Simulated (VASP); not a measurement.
# BN (zinc blende type) (F-43m) in VASP: a series of runs, part 3 of 3

VASP 6.6.1. Earlier steps stand in the parts before.

### 4 Single point, HSE06

This run uses another cell than the first one, of 5.50 Å³/atom, 0.920 times its volume.

POSCAR

```
BN
1.0
    0.0000000000      1.7652487196      1.7652487196
    1.7652487196      0.0000000000      1.7652487196
    1.7652487196      1.7652487196      0.0000000000
B N
1 1
Direct
    0.0000000000      0.0000000000      0.0000000000
    0.2500000000      0.2500000000      0.2500000000
```

INCAR.step1

```
SYSTEM = BN
PREC = Accurate
ENCUT = 520
EDIFF = 1E-5
ISMEAR = -1
SIGMA = 0.05
LREAL = .FALSE.
LASPH = .TRUE.
NELM = 100
ALGO = Normal
ISIF = 2
LWAVE = .TRUE.
LCHARG = .FALSE.
NBANDS = 11
GGA = PE
```

INCAR.step2

```
SYSTEM = BN
PREC = Accurate
ENCUT = 520
EDIFF = 1E-7
ISMEAR = -1
SIGMA = 0.05
LREAL = .FALSE.
LASPH = .TRUE.
NELM = 100
ALGO = Normal
ISIF = 2
LWAVE = .FALSE.
LCHARG = .FALSE.
GGA = PE
LHFCALC = .TRUE.
HFSCREEN = 0.2079
PRECFOCK = Normal
NBANDS = 11
ISTART = 1
```

KPOINTS

```
Automatic mesh
0
G
  4 4 4
  0 0 0
```

Potentials or basis: VASP PAW PBE potentials, release 64 (B, N).

Launch:

```console
$ cat potpaw_PBE.64/B/POTCAR potpaw_PBE.64/N/POTCAR > POTCAR
$ cp INCAR.step1 INCAR
$ mpirun -np 1 vasp_std > vasp.out
$ cp INCAR.step2 INCAR
$ mpirun -np 1 vasp_std > vasp.out
```

OUTCAR:

```text
SYSTEM = BN
   PREC = Accurate
   ENCUT = 520
   EDIFF = 1E-7
   ISMEAR = -1
   LREAL = .FALSE.
   LASPH = .TRUE.
   NELM = 100
   ISIF = 2
   GGA = PE
   LHFCALC = .TRUE.
   HFSCREEN = 0.2079
   PRECFOCK = Normal
   ISTART = 1

 ion  position               nearest neighbor table
   1  0.000  0.000  0.000-   2 1.53   2 1.53   2 1.53   2 1.53
   2  0.250  0.250  0.250-   1 1.53   1 1.53   1 1.53   1 1.53

  LATTYP: Found a face centered cubic cell.
 ALAT       =     3.5304974392

  Lattice vectors:

 A1 = (   0.0000000000,   1.7652487196,   1.7652487196)
 A2 = (   1.7652487196,   0.0000000000,   1.7652487196)
 A3 = (   1.7652487196,   1.7652487196,   0.0000000000)

Analysis of symmetry for initial positions (statically):
=====================================================================
 Subroutine PRICEL returns:
 Original cell was already a primitive cell.

 Routine SETGRP: Setting up the symmetry group for a
 face centered cubic supercell.

 Subroutine GETGRP returns: Found 24 space group operations
 (whereof 24 operations were pure point group operations)
[... 164 lines left out ...]
      1     -15.5235      2.00000
      2       7.4323      2.00000
      3       7.4323      2.00000
      4       7.4323      2.00000
      5      18.3695      0.00000
      6      18.3695      0.00000
      7      18.3695      0.00000
      8      20.8430      0.00000
      9      35.5824      0.00000
     10      38.1269      0.00000
     11      38.1269      0.00000
[... 85 lines left out ...]
 k-point     8 :      -0.2500    0.5000    0.2500
  band No.  band energies     occupation
      1      -8.6559      2.00000
      2      -1.2255      2.00000
      3      -0.6720      2.00000
      4      -0.0760      2.00000
      5      19.0126      0.00000
      6      23.7274      0.00000
      7      24.1690      0.00000
      8      25.4865      0.00000
      9      30.3870      0.00000
     10      36.8316      0.00000
     11      40.3530      0.00000

------------------------ aborting loop because EDIFF is reached ----------------------------------------

  FORCE on cell =-STRESS in cart. coord.  units (eV):
  Direction    XX          YY          ZZ          XY          YZ          ZX
  --------------------------------------------------------------------------------------
  -------------------------------------------------------------------------------------
  Total        1.7849068      1.7849068      1.7849068      0.0000000      0.0000000     -0.0000000
  in kB      259.9431789    259.9431789    259.9431789      0.0000000      0.0000000     -0.0000000
  external PRESSURE =     259.9431789 kB  Pullay stress =       0.0000000 kB

 VOLUME and BASIS-vectors are now :
 -----------------------------------------------------------------------------
  energy-cutoff  :      520.00
  volume of cell :       11.00
      direct lattice vectors                 reciprocal lattice vectors
     0.000000000  1.765248720  1.765248720    -0.283246205  0.283246205  0.283246205
     1.765248720  0.000000000  1.765248720     0.283246205 -0.283246205  0.283246205
     1.765248720  1.765248720  0.000000000     0.283246205  0.283246205 -0.283246205

 POSITION                                       TOTAL-FORCE (eV/Angst)
 -----------------------------------------------------------------------------------
      0.00000      0.00000      0.00000         0.000000     -0.000000     -0.000000
      0.88262      0.88262      0.88262        -0.000000      0.000000      0.000000
 -----------------------------------------------------------------------------------
    total drift:                                0.000000     -0.000001     -0.000000

  FREE ENERGIE OF THE ION-ELECTRON SYSTEM (eV)
  ---------------------------------------------------
  free  energy   TOTEN  =       -20.2130945856 eV

  energy  without entropy=      -20.2130945856  energy(sigma->0) =      -20.21309459
```

OUTCAR.step1:

```text
SYSTEM = BN
   PREC = Accurate
   ENCUT = 520
   EDIFF = 1E-5
   ISMEAR = -1
   LREAL = .FALSE.
[... 315 lines left out ...]
      0.00000      0.00000      0.00000        -0.000000      0.000000      0.000000
      0.88262      0.88262      0.88262         0.000000     -0.000000      0.000000
 -----------------------------------------------------------------------------------
    total drift:                                0.000000      0.000000      0.000000

  FREE ENERGIE OF THE ION-ELECTRON SYSTEM (eV)
  ---------------------------------------------------
  free  energy   TOTEN  =       -17.2790941927 eV

  energy  without entropy=      -17.2790941927  energy(sigma->0) =      -17.27909419
```

OSZICAR.step1:

```text
N       E                     dE             d eps       ncg     rms          rms(c)
DAV:   1     0.898474689469E+01    0.89847E+01   -0.52801E+03   192   0.721E+02
DAV:   2    -0.179935863786E+02   -0.26978E+02   -0.26140E+02   202   0.164E+02
DAV:   3    -0.183919685599E+02   -0.39838E+00   -0.39804E+00   212   0.167E+01
DAV:   4    -0.183924662578E+02   -0.49770E-03   -0.49765E-03   182   0.583E-01
DAV:   5    -0.183924665925E+02   -0.33463E-06   -0.33457E-06   206   0.167E-02    0.719E+00
DAV:   6    -0.173950564170E+02    0.99741E+00   -0.28582E+00   179   0.102E+01    0.356E+00
DAV:   7    -0.172951332666E+02    0.99923E-01   -0.14956E-01   194   0.311E+00    0.204E+00
DAV:   8    -0.172787623209E+02    0.16371E-01   -0.40161E-02   199   0.148E+00    0.235E-01
DAV:   9    -0.172790051427E+02   -0.24282E-03   -0.89835E-04   182   0.266E-01    0.920E-02
DAV:  10    -0.172790894427E+02   -0.84300E-04   -0.11977E-04   190   0.920E-02    0.163E-02
DAV:  11    -0.172790941927E+02   -0.47501E-05   -0.79613E-06   186   0.236E-02
   1 F= -.17279094E+02 E0= -.17279094E+02  d E =-.759965E-11
```

Wall time 22 s (1 thread of Intel Xeon Platinum 8488C (Sapphire Rapids), shared host); peak memory 0.21 GiB.

Results:

```yaml
Free_energy: -20.2131 eV
Pressure: 26.0 GPa
Band_gap_on_the_k_mesh: 5.89 eV, indirect (least direct gap 10.94 eV)
```

Caveat: the k points lie up to 0.77 Å⁻¹ apart; the PAW data sets were made with another functional, which shifts forces and pressure a little. A k mesh can miss the band edges.

### 5 Single point, HSE06

This run uses another cell than the first one, of 5.50 Å³/atom, 0.920 times its volume.

POSCAR is that of step 4.

INCAR.step1

```
  PREC = Accurate
  ENCUT = 520
  EDIFF = 1E-5
  ISMEAR = -1
  SIGMA = 0.05
  LREAL = False
  LASPH = True
  NELM = 60
  ALGO = Normal
  ISIF = 2
  LWAVE = True
  NBANDS = 11
  GGA = PE
```

INCAR.step2

```
  PREC = Accurate
  ENCUT = 520
  EDIFF = 1E-6
  ISMEAR = -1
  SIGMA = 0.05
  LREAL = False
  LASPH = True
  NELM = 60
  ALGO = Normal
  ISIF = 2
  LWAVE = False
  LCHARG = True
  GGA = PE
  LHFCALC = True
  HFSCREEN = 0.2079
  PRECFOCK = Normal
  LELF = True
  LVHAR = True
  NBANDS = 11
  ISTART = 1
```

KPOINTS

```
Automatic mesh
0
Gamma
  4 4 4
```

Launch:

```console
$ cat potpaw_PBE.64/B/POTCAR potpaw_PBE.64/N/POTCAR > POTCAR
$ cp INCAR.step1 INCAR
$ mpirun -np 1 vasp_std > vasp.out
$ cp INCAR.step2 INCAR
$ mpirun -np 1 vasp_std > vasp.out
```

Run time: 18 s. Hardware: 1 thread of Intel Xeon Platinum 8488C (Sapphire Rapids), shared host; peak memory 0.21 GiB.

It converged, with:

```
Free energy            : -20.2131 eV
Pressure               : 26.0 GPa
Band gap on the k mesh : 5.89 eV, indirect (least direct gap 10.94 eV)
```

Levels at points of the mesh, in eV from the valence-band top:
| k point | band 1 | band 2 | band 3 | band 4 | band 5 | band 6 | band 7 | band 8 |
| --- | --- | --- | --- | --- | --- | --- | --- | --- |
| (0.00, 0.00, 0.00) | -22.96 | 0.00 | 0.00 | 0.00 | 10.94 | 10.94 | 10.94 | 13.41 |
| (0.50, 0.00, 0.00) | -18.06 | -12.33 | -2.25 | -2.25 | 12.87 | 12.94 | 12.94 | 18.14 |
| (0.50, 0.50, 0.00) | -16.47 | -10.26 | -5.69 | -5.69 | 5.89 | 11.17 | 21.65 | 21.65 |

Caveat: the k points lie up to 0.77 Å⁻¹ apart; the PAW data sets were made with another functional, which shifts forces and pressure a little.

### 6 Single point, HSE06

This run uses another cell than the first one, of 5.68 Å³/atom, 0.950 times its volume.

POSCAR

```
BN
1.0
    0.0000000000      1.7842313441      1.7842313441
    1.7842313441      0.0000000000      1.7842313441
    1.7842313441      1.7842313441      0.0000000000
B N
1 1
Direct
    0.0000000000      0.0000000000      0.0000000000
    0.2500000000      0.2500000000      0.2500000000
```

INCAR.step1

```
PREC = Accurate
ENCUT = 520
EDIFF = 1E-5
ISMEAR = -1
SIGMA = 0.05
LREAL = False
LASPH = True
NELM = 100
ALGO = Normal
ISIF = 2
LWAVE = True
LCHARG = False
GGA = PE
NBANDS = 11
```

INCAR.step2

```
PREC = Accurate
ENCUT = 520
EDIFF = 1E-6
ISMEAR = -1
SIGMA = 0.05
LREAL = False
LASPH = True
NELM = 100
ALGO = Normal
ISIF = 2
LWAVE = False
LCHARG = False
GGA = PE
LHFCALC = True
HFSCREEN = 0.2079
PRECFOCK = Normal
ISTART = 1
NBANDS = 11
```

KPOINTS

```
regular mesh
0
Gamma
  4 4 4
```

Potentials or basis: VASP PAW PBE potentials, release 64 (B, N).

Launch:

```console
$ cat potpaw_PBE.64/B/POTCAR potpaw_PBE.64/N/POTCAR > POTCAR
$ cp INCAR.step1 INCAR
$ mpirun -np 1 vasp_std > vasp.out
$ cp INCAR.step2 INCAR
$ mpirun -np 1 vasp_std > vasp.out
```

Wall time 19 s (1 thread of Intel Xeon Platinum 8488C (Sapphire Rapids), shared host); peak memory 0.22 GiB.

The run converged. Its results:

```
Free energy            : -20.2547 eV
Pressure               : 10.9 GPa
Band gap on the k mesh : 5.85 eV, indirect (least direct gap 10.77 eV)
```

Levels at points of the mesh, in eV from the valence-band top:
```csv
k point,band 1,band 2,band 3,band 4,band 5,band 6,band 7,band 8
"(0.00, 0.00, 0.00)",-22.56,0.00,0.00,0.00,10.77,10.77,10.77,12.84
"(0.50, 0.00, 0.00)",-17.83,-12.00,-2.18,-2.18,12.41,12.75,12.75,17.80
"(0.50, 0.50, 0.00)",-16.29,-10.02,-5.52,-5.52,5.85,10.98,21.11,21.11
```

Caveat: the k points lie up to 0.76 Å⁻¹ apart; the PAW data sets were made with another functional, which shifts forces and pressure a little.

### 7 Summary

```tsv
cell	k mesh	smearing	gap on the mesh (eV)	pressure (GPa)
a = 2.567 Å, angles 60.0°, 2 atoms	2 × 2 × 2	fermi-dirac 0.02 eV	5.92	10.8
a = 2.567 Å, angles 60.0°, 2 atoms	3 × 3 × 3	fermi-dirac 0.02 eV	7.15	-7.7
a = 2.496 Å, angles 60.0°, 2 atoms	4 × 4 × 4	fermi-dirac 0.05 eV	5.89	26.0
a = 2.523 Å, angles 60.0°, 2 atoms	4 × 4 × 4	fermi-dirac 0.05 eV	5.85	10.9
```

Alike in all rows: task single point; level HSE06; potentials or basis VASP PAW PBE potentials, release 64 (B, N); no spin polarisation; cutoff (eV) 520.

Caveats: all runs use coarse meshes; the PAW data sets were made with another functional, which shifts forces and pressure a little.

Total energies depend on the potentials used, so only differences within one code and one set of settings carry meaning.
